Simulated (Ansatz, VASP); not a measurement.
# Two plane-wave programs on Nb

The input POSCAR:

```
Nb
1.0
    2.7094730060      0.0000000000      0.0000000000
    0.0000000000      2.7094730060      0.0000000000
    0.0000000000      0.0000000000      2.7094730060
Nb
1
Direct
    0.0000000000      0.0000000000      0.0000000000
```

File INCAR.step1:

```
PREC = Accurate
ENCUT = 520
ISMEAR = -1
SIGMA = 0.1
LREAL = F
LASPH = T
NELM = 60
NBANDS = 12
GGA = PE
ALGO = Normal
EDIFF = 1E-4
LWAVE = T
LCHARG = F
```

The input INCAR.step2:

```
PREC = Accurate
ENCUT = 520
EDIFF = 1E-6
ISMEAR = -1
SIGMA = 0.1
LREAL = F
LASPH = T
NELM = 60
ALGO = Normal
ISIF = 2
LWAVE = F
LCHARG = T
METAGGA = R2SCAN
LMIXTAU = T
LELF = T
LVHAR = T
NBANDS = 12
ISTART = 1
```

The input KPOINTS:

```
regular mesh
0
Gamma
  13 13 13
```

Input for Ansatz:

```yaml
crystal:
  lattice:
    - [2.709473006, 0.0, 0.0]
    - [0.0, 2.709473006, 0.0]
    - [0.0, 0.0, 2.709473006]
  atoms:
    - { symbol: Nb, position: [0.0, 0.0, 0.0] }
hamiltonian:
  xc: r2scan
  pseudopotentials:
    kind: paw
    azcp:
      Nb: "pseudopotentials/Nb.paw.azcp"
basis:
  ecutwfc: 500
  fft_grid_basis: typed
kpoints:
  mp_grid: { grid: [13, 13, 13], shift: [0, 0, 0] }
magnetization:
  spin_polarized: false
scf:
  occupations: { method: fermi_dirac, width: 0.1 }
  lower_state_search: "off"
output:
  stress: true
```

Alike in both runs: task single point; functional r2SCAN; k mesh 13 × 13 × 13; occupations fermi-dirac, width 0.1 eV; no spin polarisation.

|  | VASP | Ansatz |
| --- | --- | --- |
| version | VASP 6.6.1 | Ansatz 0.2.0 |
| potentials or method | VASP PAW PBE potentials, release 64 (Nb_sv), cutoff 520 eV | plane waves (500 eV) with PAW, scalar-relativistic |
| valence electrons in the cell | 13 | 13 |

|  | VASP | Ansatz | Ansatz less VASP |
| --- | --- | --- | --- |
| pressure (GPa) | -0.6 | -0.6 | +0.04 |

VASP's potentials were made for PBE, not for r2SCAN.
